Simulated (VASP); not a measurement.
# Sr (Cmcm) in VASP: a series of runs

The runs below take Sr through single point, with LDA.

Everything below comes from runs of VASP 6.6.1. Logs are shortened: lines on timing, memory, paths and dates and some standing lists are left out, and cuts for length are marked.

## (1) The cell of the first run

The structure is orthorhombic, space group Cmcm (No. 63). Conventional cell: a = 3.911 Å, b = 7.106 Å, c = 6.715 Å, α = 90.00°, β = 90.00°, γ = 90.00°. Sr (site symmetry m2m) has 12 Sr at 3.91 to 4.11 Å within 5.1 Å.

## (2) Single point, LDA

INCAR

```
ALGO = Fast
EDIFF = 1E-7
ENCUT = 520
ISIF = 2
ISMEAR = 0
LASPH = T
LCHARG = F
LREAL = F
LWAVE = F
NBANDS = 17
NELM = 60
PREC = Accurate
SIGMA = 0.15
```

KPOINTS

```
k-points
0
Gamma
  12 12 8
```

POSCAR

```
Sr
1.0
    3.9108698915      0.0000000000      0.0000000000
   -1.9554349458      3.5528298300      0.0000000000
    0.0000000000      0.0000000000      6.7154259278
Sr
2
Direct
    0.3333333333      0.6666666667      0.2500000000
    0.6666666667      0.3333333333      0.7500000000
```

Potentials or basis: VASP PAW LDA potentials, release 64 (Sr_sv).

Launch:

```sh
cat potpaw_LDA.64/Sr_sv/POTCAR > POTCAR
mpirun -np 1 vasp_std > vasp.out
```

OUTCAR:

```text
EDIFF = 1E-7
   ENCUT = 520
   ISIF = 2
   ISMEAR = 0
   LASPH = T
   LREAL = F
   NELM = 60
   PREC = Accurate

 ion  position               nearest neighbor table
   1  0.333  0.667  0.250-   2 4.06   2 4.06   2 4.06   2 4.06   2 4.11   2 4.11
   2  0.667  0.333  0.750-   1 4.06   1 4.06   1 4.06   1 4.06   1 4.11   1 4.11

  LATTYP: Found a base centered orthorhombic cell.
 ALAT       =     3.9108698915
 B/A-ratio  =     1.8169000394
 C/A-ratio  =     1.7171182152

  Lattice vectors:

 A1 = (   1.9554349458,  -3.5528298300,   0.0000000000)
 A2 = (   1.9554349457,   3.5528298300,   0.0000000000)
 A3 = (   0.0000000000,   0.0000000000,   6.7154259278)

Analysis of symmetry for initial positions (statically):
=====================================================================
 Subroutine PRICEL returns:
 Original cell was already a primitive cell.

 Routine SETGRP: Setting up the symmetry group for a
 base centered orthorhombic supercell.

 Subroutine GETGRP returns: Found  8 space group operations
 (whereof  4 operations were pure point group operations)
 out of a pool of  8 trial point group operations.

The static configuration has the point symmetry C_2h.
 The point group associated with its full space group is D_2h.

Analysis of symmetry for dynamics (positions and initial velocities):
=====================================================================
 Subroutine PRICEL returns:
 Original cell was already a primitive cell.

 Routine SETGRP: Setting up the symmetry group for a
 base centered orthorhombic supercell.

 Subroutine GETGRP returns: Found  8 space group operations
 (whereof  4 operations were pure point group operations)
 out of a pool of  8 trial point group operations.

The dynamic configuration has the point symmetry C_2h.
 The point group associated with its full space group is D_2h.

 Subroutine INISYM returns: Found  8 space group operations
 (whereof  4 operations are pure point group operations),
 and found     1 'primitive' translations

----------------------------------------------------------------------------------------

                                     Primitive cell

  volume of cell :      93.3085

  direct lattice vectors                    reciprocal lattice vectors
     3.910869891  0.000000000  0.000000000     0.255697588  0.140732887  0.000000000
    -1.955434946  3.552829830  0.000000000     0.000000000  0.281465775  0.000000000
     0.000000000  0.000000000  6.715425928     0.000000000  0.000000000  0.148910882

  length of vectors
     3.910869891  4.055406962  6.715425928     0.291868125  0.281465775  0.148910882

  position of ions in fractional coordinates (direct lattice)
     0.333333333  0.666666667  0.250000000
     0.666666667  0.333333333  0.750000000

  ion indices of the primitive-cell ions
   primitive index   ion index
                 1           1
                 2           2

----------------------------------------------------------------------------------------

 KPOINTS: k-points

Automatic generation of k-mesh.
 Grid dimensions read from file:
 generate k-points for:   12   12    8

 Generating k-lattice:

  Cartesian coordinates                     Fractional coordinates (reciprocal lattice)
     0.021308132  0.011727741  0.000000000     0.083333333  0.000000000  0.000000000
     0.000000000  0.023455481  0.000000000     0.000000000  0.083333333  0.000000000
     0.000000000  0.000000000  0.018613860     0.000000000  0.000000000  0.125000000

  Length of vectors
     0.024322344  0.023455481  0.018613860

  Shift w.r.t. Gamma in fractional coordinates (k-lattice)
     0.000000000  0.000000000  0.000000000

 Subroutine IBZKPT returns following result:
 ===========================================

 Found    215 irreducible k-points:

 Following reciprocal coordinates:
            Coordinates               Weight
  0.000000  0.000000  0.000000      1.000000
  0.083333 -0.000000  0.000000      4.000000
  0.166667  0.000000  0.000000      4.000000
  0.250000  0.000000  0.000000      4.000000
  0.333333  0.000000  0.000000      4.000000
  0.416667  0.000000  0.000000      4.000000
[... 16 lines left out ...]
  0.333333  0.166667  0.000000      4.000000
  0.416667  0.166667  0.000000      4.000000
 [... further k-points ...]
   k-points           NKPTS =    215   k-points in BZ     NKDIM =    215   number of bands    NBANDS=     17
   number of dos      NEDOS =    301   number of ions     NIONS =      2
   total plane-waves  NPLWV =  45000
   dimension x,y,z NGX =    30 NGY =   30 NGZ =   50
   dimension x,y,z NGXF=    60 NGYF=   60 NGZF=  100
   ions per type =               2
   NGX,Y,Z   is equivalent  to a cutoff of  12.75, 12.30, 12.38 a.u.
   NGXF,Y,Z  is equivalent  to a cutoff of  25.51, 24.60, 24.76 a.u.
 SYSTEM =  unknown system
   PREC   = accura    normal or accurate (medium, high low for compatibility)
   ISTART =      0    job   : 0-new  1-cont  2-samecut
   ICHARG =      2    charge: 1-file 2-atom 10-const
   ISPIN  =      1    spin polarized calculation?
   LNONCOLLINEAR =      F non collinear calculations
   LSORBIT =      F    spin-orbit coupling
   LASPH  =      T    aspherical Exc in radial PAW
   ENCUT  =  520.0 eV  38.22 Ry    6.18 a.u.   7.27  7.54 12.49*2*pi/ulx,y,z
   NELM   =     60;   NELMIN=  2; NELMDL= -5     # of ELM steps
   EDIFF  = 0.1E-06   stopping-criterion for ELM
   LREAL  =      F    real-space projection
   EDIFFG = 0.1E-05   stopping-criterion for IOM
   NSW    =      0    number of steps for IOM
   IBRION =     -1    ionic relax: 0-MD 1-quasi-New 2-CG
   NFREE  =      0    steps in history (QN), initial steepest desc. (CG)
   ISIF   =      2    stress and relaxation
   ISYM   =      2    0-nonsym 1-usesym 2-fastsym
   POTIM  = 0.5000    time-step for ionic-motion
   TEBEG  =    0.0;   TEEND  =   0.0 temperature during run
   PSTRESS=    0.0 pullay stress
   NELECT =      20.0000    total number of electrons
   NUPDOWN=      -1.0000    fix difference up-down
   EMIN   =  10.00;   EMAX   =-10.00  energy-range for DOS
   EFERMI =   0.00;   METHOD = LEGACY
   ISMEAR =     0;   SIGMA  =   0.15  broadening in eV -4-tet -1-fermi 0-gaus
   EFERMI_NEDOS =   21; number of points for ismear=-14 and -15
   IALGO  =     68    algorithm
   IMIX   =      4    mixing-type and parameters
     AMIX     =   0.40;   BMIX     =  1.00
     AMIX_MAG =   1.60;   BMIX_MAG =  1.00
  volume/ion in A,a.u.               =      46.65       314.84
  Fermi-wavevector in a.u.,A,eV,Ry     =   0.979740  1.851441 13.060115  0.959891
  Thomas-Fermi vector in A             =   2.110617
   LORBIT       =      0    0 simple, 1 ext, 2 COOP (PROOUT), +10 PAW based schemes
   GGA     = CA    functional components
   LHFCALC =     F    Hartree Fock is set to
   AEXX    =    0.0000 exact exchange contribution
   IVDW    =     0    specifies the selected vdW correction
   LEPSILON=     F    determine dielectric tensor
   LRPA    =     F    only Hartree local field effects (RPA)
 non-spin polarized calculation
 RMM-DIIS sequential band-by-band and
 Gauss-broadening in eV      SIGMA  =   0.15
  energy-cutoff  :      520.00
  volume of cell :       93.31
 maximum number of plane-waves:      2543
 NGX is ok and might be reduce to    30
   NGX = 15   NGY = 15   NGZ = 25

 number of electron      20.0000000 magnetization

 Free energy of the ion-electron system (eV)
  ---------------------------------------------------
  ext. energy  EPLUGINS =         0.00000000
  ---------------------------------------------------
  free energy    TOTEN  =        -3.77656362 eV

  energy without entropy =       -3.74867437  energy(sigma->0) =       -3.76261899

 E-fermi :   1.9921     XC(G=0):  -8.0885

 val. band max:        1.9843940205   @ k =   0.3333   0.0833   0.0000
 cond. band min:       1.9938024994   @ k =   0.0833   0.4167   0.1250
 fundamental gap:      0.0094084789
 Fermi energy:         1.9921091650

 k-point     1 :       0.0000    0.0000    0.0000
  band No.  band energies     occupation
      1     -34.1355      2.00000
      2     -34.1078      2.00000
      3     -16.4120      2.00000
      4     -16.1183      2.00000
      5     -16.1049      2.00000
      6     -16.0776      2.00000
[... 9 lines left out ...]
     16       5.1288      0.00000
     17       5.4978      0.00000

 k-point     2 :       0.0833   -0.0000    0.0000
  band No.  band energies     occupation
      1     -34.1333      2.00000
      2     -34.1065      2.00000
      3     -16.4037      2.00000
      4     -16.1308      2.00000
      5     -16.1205      2.00000
      6     -16.0904      2.00000
[... 9 lines left out ...]
     16       5.0270      0.00000
     17       5.3607      0.00000

 k-point     3 :       0.1667    0.0000    0.0000
  band No.  band energies     occupation
      1     -34.1274      2.00000
      2     -34.1031      2.00000
      3     -16.3801      2.00000
      4     -16.1880      2.00000
      5     -16.1492      2.00000
      6     -16.1386      2.00000
[... 9 lines left out ...]
     16       4.8950      0.00000
     17       5.1278      0.00000

 k-point     4 :       0.2500    0.0000    0.0000
  band No.  band energies     occupation
      1     -34.1191      2.00000
      2     -34.0987      2.00000
      3     -16.3449      2.00000
      4     -16.2684      2.00000
      5     -16.2279      2.00000
      6     -16.1608      2.00000
[... 9 lines left out ...]
     16       5.2183      0.00000
     17       5.3371      0.00000
[... 343 lines left out ...]
      1     -34.1091      2.00000
      2     -34.0951      2.00000
      3     -16.3222      2.00000
      4     -16.2932      2.00000
      5     -16.2921      2.00000
      6     -16.2102      2.00000
[... 9 lines left out ...]
     16       5.6057      0.00000
     17       6.2594      0.00000

 k-point    23 :       0.3333    0.1667    0.0000
  band No.  band energies     occupation
      1     -34.1020      2.00000
      2     -34.0930      2.00000
      3     -16.3755      2.00000
      4     -16.3270      2.00000
      5     -16.2548      2.00000
      6     -16.2381      2.00000
[... 9 lines left out ...]
     16       6.0865      0.00000
     17       6.4852      0.00000

 k-point    24 :       0.4167    0.1667    0.0000
  band No.  band energies     occupation
      1     -34.0982      2.00000
      2     -34.0924      2.00000
      3     -16.4034      2.00000
      4     -16.3552      2.00000
      5     -16.2391      2.00000
      6     -16.2318      2.00000
[... 9 lines left out ...]
     16       6.4010      0.00000
     17       6.5980      0.00000

 [... further k-points ...]

------------------------ aborting loop because EDIFF is reached ----------------------------------------

  FORCE on cell =-STRESS in cart. coord.  units (eV):
  Direction    XX          YY          ZZ          XY          YZ          ZX
  --------------------------------------------------------------------------------------
  -------------------------------------------------------------------------------------
  Total        0.8199672      0.1404678      0.1160989     -0.0000000     -0.0000000      0.0000000
  in kB       14.0794514      2.4119377      1.9935050     -0.0000000     -0.0000000      0.0000000
  external PRESSURE =       6.1616314 kB  Pullay stress =       0.0000000 kB

 VOLUME and BASIS-vectors are now :
 -----------------------------------------------------------------------------
  energy-cutoff  :      520.00
  volume of cell :       93.31
      direct lattice vectors                 reciprocal lattice vectors
     3.910869891  0.000000000  0.000000000     0.255697588  0.140732887  0.000000000
    -1.955434946  3.552829830  0.000000000     0.000000000  0.281465775  0.000000000
     0.000000000  0.000000000  6.715425928     0.000000000  0.000000000  0.148910882

 POSITION                                       TOTAL-FORCE (eV/Angst)
 -----------------------------------------------------------------------------------
     -0.00000      2.36855      1.67886        -0.000000      0.048053      0.000000
      1.95543      1.18428      5.03657         0.000000     -0.048053      0.000000
 -----------------------------------------------------------------------------------
    total drift:                                0.000000     -0.000000      0.000000

  FREE ENERGIE OF THE ION-ELECTRON SYSTEM (eV)
  ---------------------------------------------------
  free  energy   TOTEN  =        -3.7765636208 eV

  energy  without entropy=       -3.7486743671  energy(sigma->0) =       -3.76261899
```

It took 7.8 min on 1 thread of Intel Xeon Platinum 8259CL at 2.50GHz (Skylake/Cascade Lake), shared host; peak memory 0.38 GiB.

Results:

| Quantity | Value |
| --- | --- |
| Free energy | -3.7766 eV |
| Pressure | 0.6 GPa |
| Largest force | 0.048 eV/Å |
| Band gap on the k mesh | zero (bands 10 and 11 overlap by 0.27 eV) |

Forces on the atoms (eV/Å):
```
Sr   0.000  0.048  0.000
Sr   0.000 -0.048  0.000
```

Stress tensor (GPa, compression positive):
```
1.41 0.00 0.00
0.00 0.24 0.00
0.00 0.00 0.20
```

(Continued in part 2 of 2.)
